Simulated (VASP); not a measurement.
# GaN (P6_3mc) in VASP: a series of runs

GaN is run at these levels: PBE; tasks: single point.

All numbers are computed with VASP 6.6.1; they aren't measurements. Logs are shortened: lines on timing, memory, paths and dates and some standing lists are left out, and cuts for length are marked.

## (1) The cell of the first run

It takes space group P6_3mc (No. 186, hexagonal). The conventional cell has a = 3.186 Å, b = 3.186 Å, c = 5.269 Å, α = 90.00°, β = 90.00°, γ = 120.00°. Within 2.6 Å of Ga (site symmetry 3m) lie 4 N at 1.95 to 1.99 Å. N (site symmetry 3m) has 4 Ga at 1.95 to 1.99 Å within 2.6 Å.

## (2) Single point, PBE

File INCAR:

```
PREC     = Accurate       # precision mode
ENCUT    = 520            # plane-wave cutoff, eV
EDIFF    = 1E-6           # SCF threshold, eV
ISMEAR   = 0              # smearing method
SIGMA    = 0.01           # smearing width, eV
LREAL    = F              # projectors in reciprocal space
LASPH    = T              # aspherical terms in the spheres
NELM     = 100            # most SCF steps
ALGO     = Normal         # electronic algorithm
ISIF     = 2              # what is computed and relaxed
LWAVE    = F              # write WAVECAR
LCHARG   = F              # write CHGCAR
GGA      = PE             # functional
NBANDS   = 26             # bands
```

File KPOINTS:

```
Automatic mesh
0
Gamma
  8 8 5
```

File POSCAR:

```
GaN
1.0
    3.1861928248      0.0000000000      0.0000000000
   -1.5930964124      2.7593239276      0.0000000000
    0.0000000000      0.0000000000      5.2692073757
Ga N
2 2
Direct
    0.3333333333      0.6666666667      0.0001327678
    0.6666666667      0.3333333333      0.5001327678
    0.3333333333      0.6666666667      0.3768672322
    0.6666666667      0.3333333333      0.8768672322
```

Potentials or basis: VASP PAW PBE potentials, release 64 (Ga_d, N).

Started as:

```sh
cat potpaw_PBE.64/Ga_d/POTCAR potpaw_PBE.64/N/POTCAR > POTCAR
mpirun -np 1 vasp_std > vasp.out
```

OUTCAR:

```text
PREC = Accurate
   ENCUT = 520
   EDIFF = 1E-6
   ISMEAR = 0
   LREAL = F
   LASPH = T
   NELM = 100
   ISIF = 2
   GGA = PE

 ion  position               nearest neighbor table
   1  0.333  0.667  0.000-   4 1.95   4 1.95   4 1.95   3 1.99
   2  0.667  0.333  0.500-   3 1.95   3 1.95   3 1.95   4 1.99
   3  0.333  0.667  0.377-   2 1.95   2 1.95   2 1.95   1 1.99
   4  0.667  0.333  0.877-   1 1.95   1 1.95   1 1.95   2 1.99

  LATTYP: Found a hexagonal cell.
 ALAT       =     3.1861928248
 C/A-ratio  =     1.6537628654

  Lattice vectors:

 A1 = (   3.1861928248,   0.0000000000,   0.0000000000)
 A2 = (  -1.5930964124,   2.7593239276,   0.0000000000)
 A3 = (   0.0000000000,   0.0000000000,   5.2692073757)

Analysis of symmetry for initial positions (statically):
=====================================================================
 Subroutine PRICEL returns:
 Original cell was already a primitive cell.

 Routine SETGRP: Setting up the symmetry group for a
 hexagonal supercell.

 Subroutine GETGRP returns: Found 12 space group operations
 (whereof  6 operations were pure point group operations)
 out of a pool of 24 trial point group operations.

The static configuration has the point symmetry C_3v.
 The point group associated with its full space group is C_6v.

Analysis of symmetry for dynamics (positions and initial velocities):
=====================================================================
 Subroutine PRICEL returns:
 Original cell was already a primitive cell.

 Routine SETGRP: Setting up the symmetry group for a
 hexagonal supercell.

 Subroutine GETGRP returns: Found 12 space group operations
 (whereof  6 operations were pure point group operations)
 out of a pool of 24 trial point group operations.

The dynamic configuration has the point symmetry C_3v.
 The point group associated with its full space group is C_6v.

 Subroutine INISYM returns: Found 12 space group operations
 (whereof  6 operations are pure point group operations),
 and found     1 'primitive' translations

----------------------------------------------------------------------------------------

                                     Primitive cell

  volume of cell :      46.3255

  direct lattice vectors                    reciprocal lattice vectors
     3.186192825  0.000000000  0.000000000     0.313854200  0.181203807  0.000000000
    -1.593096412  2.759323928  0.000000000     0.000000000  0.362407614  0.000000000
     0.000000000  0.000000000  5.269207376     0.000000000  0.000000000  0.189781864

[... 88 lines left out ...]
   LREAL  =      F    real-space projection
   EDIFFG = 0.1E-04   stopping-criterion for IOM
   NSW    =      0    number of steps for IOM
   IBRION =     -1    ionic relax: 0-MD 1-quasi-New 2-CG
   NFREE  =      0    steps in history (QN), initial steepest desc. (CG)
   ISIF   =      2    stress and relaxation
   ISYM   =      2    0-nonsym 1-usesym 2-fastsym
   POTIM  = 0.5000    time-step for ionic-motion
   TEBEG  =    0.0;   TEEND  =   0.0 temperature during run
   PSTRESS=    0.0 pullay stress
   NELECT =      36.0000    total number of electrons
   NUPDOWN=      -1.0000    fix difference up-down
   EMIN   =  10.00;   EMAX   =-10.00  energy-range for DOS
   EFERMI =   0.00;   METHOD = LEGACY
   ISMEAR =     0;   SIGMA  =   0.01  broadening in eV -4-tet -1-fermi 0-gaus
   EFERMI_NEDOS =   21; number of points for ismear=-14 and -15
   IALGO  =     38    algorithm
   IMIX   =      4    mixing-type and parameters
     AMIX     =   0.40;   BMIX     =  1.00
     AMIX_MAG =   1.60;   BMIX_MAG =  1.00
  volume/ion in A,a.u.               =      11.58        78.15
  Fermi-wavevector in a.u.,A,eV,Ry     =   1.505113  2.844250 30.822147  2.265364
  Thomas-Fermi vector in A             =   2.616004
   LORBIT       =      0    0 simple, 1 ext, 2 COOP (PROOUT), +10 PAW based schemes
   GGA     = PE    functional components
   LHFCALC =     F    Hartree Fock is set to
   AEXX    =    0.0000 exact exchange contribution
   IVDW    =     0    specifies the selected vdW correction
   LEPSILON=     F    determine dielectric tensor
   LRPA    =     F    only Hartree local field effects (RPA)
 non-spin polarized calculation
 Gauss-broadening in eV      SIGMA  =   0.01
  energy-cutoff  :      520.00
  volume of cell :       46.33
 maximum number of plane-waves:      1260
 NGX is ok and might be reduce to    24
   NGX = 11   NGY = 11   NGZ = 19

 number of electron      35.9999975 magnetization

 Free energy of the ion-electron system (eV)
  ---------------------------------------------------
  ext. energy  EPLUGINS =         0.00000000
  ---------------------------------------------------
  free energy    TOTEN  =       -24.31293203 eV

  energy without entropy =      -24.31293203  energy(sigma->0) =      -24.31293203

 E-fermi :   5.2581     XC(G=0): -11.5962

 val. band max:        5.1859655995   @ k =   0.0000   0.0000   0.0000
 cond. band min:       6.9615660706   @ k =   0.0000   0.0000   0.0000
 fundamental gap:      1.7756004711
 Fermi energy:         5.2580741500

 k-point     1 :       0.0000    0.0000    0.0000
  band No.  band energies     occupation
      1     -10.6938      2.00000
      2      -9.8328      2.00000
      3      -8.2604      2.00000
      4      -8.2495      2.00000
      5      -8.2495      2.00000
      6      -8.1938      2.00000
[... 685 lines left out ...]
     25      16.7658      0.00000
     26      17.6836      0.00000

 [... further k-points ...]

------------------------ aborting loop because EDIFF is reached ----------------------------------------

  FORCE on cell =-STRESS in cart. coord.  units (eV):
  Direction    XX          YY          ZZ          XY          YZ          ZX
  --------------------------------------------------------------------------------------
  -------------------------------------------------------------------------------------
  Total        1.3494428      1.3494428     -0.2108017      0.0000000     -0.0000000     -0.0000000
  in kB       46.6707770     46.6707770     -7.2906224      0.0000000     -0.0000000     -0.0000000
  external PRESSURE =      28.6836439 kB  Pullay stress =       0.0000000 kB

 VOLUME and BASIS-vectors are now :
 -----------------------------------------------------------------------------
  energy-cutoff  :      520.00
  volume of cell :       46.33
      direct lattice vectors                 reciprocal lattice vectors
     3.186192825  0.000000000  0.000000000     0.313854200  0.181203807  0.000000000
    -1.593096412  2.759323928  0.000000000     0.000000000  0.362407614  0.000000000
     0.000000000  0.000000000  5.269207376     0.000000000  0.000000000  0.189781864

 POSITION                                       TOTAL-FORCE (eV/Angst)
 -----------------------------------------------------------------------------------
     -0.00000      1.83955      0.00070        -0.000000      0.000000      0.134253
      1.59310      0.91977      2.63530         0.000000     -0.000000      0.134253
     -0.00000      1.83955      1.98579        -0.000000      0.000000     -0.134253
      1.59310      0.91977      4.62040         0.000000      0.000000     -0.134253
 -----------------------------------------------------------------------------------
    total drift:                               -0.000001     -0.000001     -0.000609

  FREE ENERGIE OF THE ION-ELECTRON SYSTEM (eV)
  ---------------------------------------------------
  free  energy   TOTEN  =       -24.3129320253 eV

  energy  without entropy=      -24.3129320253  energy(sigma->0) =      -24.31293203
```

OSZICAR:

```text
N       E                     dE             d eps       ncg     rms          rms(c)
DAV:   1     0.279456024467E+03    0.27946E+03   -0.17741E+04  1692   0.255E+03
DAV:   2     0.798946718343E+01   -0.27147E+03   -0.25670E+03  1712   0.490E+02
DAV:   3    -0.270824184719E+02   -0.35072E+02   -0.34565E+02  1872   0.143E+02
DAV:   4    -0.282582248470E+02   -0.11758E+01   -0.11706E+01  1780   0.282E+01
DAV:   5    -0.282871477069E+02   -0.28923E-01   -0.28878E-01  1952   0.424E+00    0.109E+01
DAV:   6    -0.242372032023E+02    0.40499E+01   -0.10106E+01  2596   0.485E+01    0.307E+00
DAV:   7    -0.243311654802E+02   -0.93962E-01   -0.13748E+00  1672   0.898E+00    0.269E+00
DAV:   8    -0.243265903856E+02    0.45751E-02   -0.15134E-01  2590   0.496E+00    0.814E-01
DAV:   9    -0.243124368142E+02    0.14154E-01   -0.45843E-02  2564   0.357E+00    0.359E-01
DAV:  10    -0.243129467609E+02   -0.50995E-03   -0.47291E-03  1640   0.420E-01    0.732E-02
DAV:  11    -0.243129328776E+02    0.13883E-04   -0.26276E-04  2590   0.290E-01    0.411E-02
DAV:  12    -0.243129304426E+02    0.24350E-05   -0.45631E-05  2096   0.607E-02    0.395E-03
DAV:  13    -0.243129318575E+02   -0.14149E-05   -0.67986E-06  2018   0.317E-02    0.108E-02
DAV:  14    -0.243129320253E+02   -0.16776E-06   -0.18272E-06  1272   0.108E-02
   1 F= -.24312932E+02 E0= -.24312932E+02  d E =-.923533E-27
```

It took 13 s on 1 thread of Intel Xeon 6975P-C (Granite Rapids), shared host; peak memory 0.17 GiB.

What came out:

- Free energy: -24.3129 eV
- Pressure: 2.9 GPa
- Largest force: 0.134 eV/Å
- Band gap on the k mesh: 1.78 eV

Forces on the atoms (eV/Å):
```
Ga   0.000  0.000  0.134
Ga   0.000  0.000  0.134
N    0.000  0.000 -0.134
N    0.000  0.000 -0.134
```

Caveat: the stress differs along the axes, from -1 to 5 GPa.

## (3) Single point, PBE

This run uses another cell than the first one, of 11.76 Å³/atom.

File INCAR:

```
  ALGO = Normal
  EDIFF = 1E-7
  ENCUT = 520
  GGA = PE
  ISIF = 2
  ISMEAR = 0
  LASPH = T
  LCHARG = F
  LREAL = F
  LWAVE = F
  NBANDS = 26
  NELM = 60
  PREC = Accurate
  SIGMA = 0.01
```

File KPOINTS:

```
k-points
0
Gamma
  8 8 5
```

File POSCAR:

```
GaN
1.0
    3.2183765907      0.0000000000      0.0000000000
   -1.6091882954      2.7871958865      0.0000000000
    0.0000000000      0.0000000000      5.2429924136
Ga N
2 2
Direct
    0.3333333333      0.6666666667      0.0001327678
    0.6666666667      0.3333333333      0.5001327678
    0.3333333333      0.6666666667      0.3768672322
    0.6666666667      0.3333333333      0.8768672322
```

Potentials or basis: VASP PAW PBE potentials, release 64 (Ga_d, N).

Started as:

```sh
cat potpaw_PBE.64/Ga_d/POTCAR potpaw_PBE.64/N/POTCAR > POTCAR
mpirun -np 1 vasp_std > vasp.out
```

It took 15 s on 1 thread of Intel Xeon 6975P-C (Granite Rapids), shared host; peak memory 0.17 GiB.

The run converged. Its results:

```yaml
Free_energy: -24.3273 eV
Pressure: 0.1 GPa
Band_gap_on_the_k_mesh: 1.72 eV
```

Levels at points of the mesh, in eV from the valence-band top:
| k point | band 16 | band 17 | band 18 | band 19 | band 20 | band 21 |
| --- | --- | --- | --- | --- | --- | --- |
| (0.00, 0.00, 0.00) | -0.04 | 0.00 | 0.00 | 1.72 | 4.07 | 9.02 |
| (0.50, 0.00, 0.00) | -2.64 | -2.11 | -0.96 | 4.98 | 5.37 | 5.98 |
